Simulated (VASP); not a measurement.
Wanted: the native input for a VASP 6.6.1 run.

```
Task                   : single point
Functional             : PBE
Potentials or basis    : VASP PAW PBE potentials, release 64 (Mn_pv, Si)
Cutoff                 : 520 eV
k mesh                 : 15 × 15 × 15
Occupations            : fermi-dirac, width 0.05 eV
Spin                   : collinear spin, ferromagnetic start
Starting moments       : [4.0, 0.0] μB
Dipole correction      : no
Further INCAR settings : ALGO = Normal; EDIFF = 1e-06; NBANDS = 20
```

The structure of MnSi (rocksalt type) lies in POSCAR:

```
MnSi
1.0
    0.0000000000      2.4385388430      2.4385388430
    2.4385388430      0.0000000000      2.4385388430
    2.4385388430      2.4385388430      0.0000000000
Mn Si
1 1
Direct
    0.0000000000      0.0000000000      0.0000000000
    0.5000000000      0.5000000000      0.5000000000
```

This cell differs from its parent crystal: volume scaled by 1.02.

The input as run:

INCAR

```
PREC     = Accurate       # precision mode
ENCUT    = 520            # plane-wave cutoff, eV
EDIFF    = 1E-6           # SCF threshold, eV
ISMEAR   = -1             # smearing method
SIGMA    = 0.05           # smearing width, eV
LREAL    = F              # projectors in reciprocal space
LASPH    = T              # aspherical terms in the spheres
NELM     = 150            # most SCF steps
ALGO     = Normal         # electronic algorithm
ISIF     = 2              # what is computed and relaxed
LWAVE    = F              # write WAVECAR
LCHARG   = T              # write CHGCAR
ISPIN    = 2              # spin polarisation
MAGMOM   = 4 0            # initial moments
LORBIT   = 11             # projections on sites
LMAXMIX  = 4              # l up to which the mixer works
GGA      = PE             # functional
LELF     = T              # ELF
LVHAR    = T            
NBANDS   = 20             # bands
```

KPOINTS

```
Automatic mesh
0
Gamma
  15 15 15
```

Potentials or basis: VASP PAW PBE potentials, release 64 (Mn_pv, Si).

Command:

```bash
$ cat potpaw_PBE.64/Mn_pv/POTCAR potpaw_PBE.64/Si/POTCAR > POTCAR
$ mpirun -np 1 vasp_std > vasp.out
```

It gave:

```yaml
Pressure: -1.7 GPa
Net_moment: 2.55 μB per cell
Site_moments: Mn +2.65; Si -0.12 μB
Valence_electrons_inside_the_program's_atomic_spheres: Mn 11.75; Si 1.68
```

Wall time 97 s on 1 thread of Intel(R) Xeon(R) Platinum 8488C (Sapphire Rapids), with other jobs on the host, peak memory 0.24 GiB.
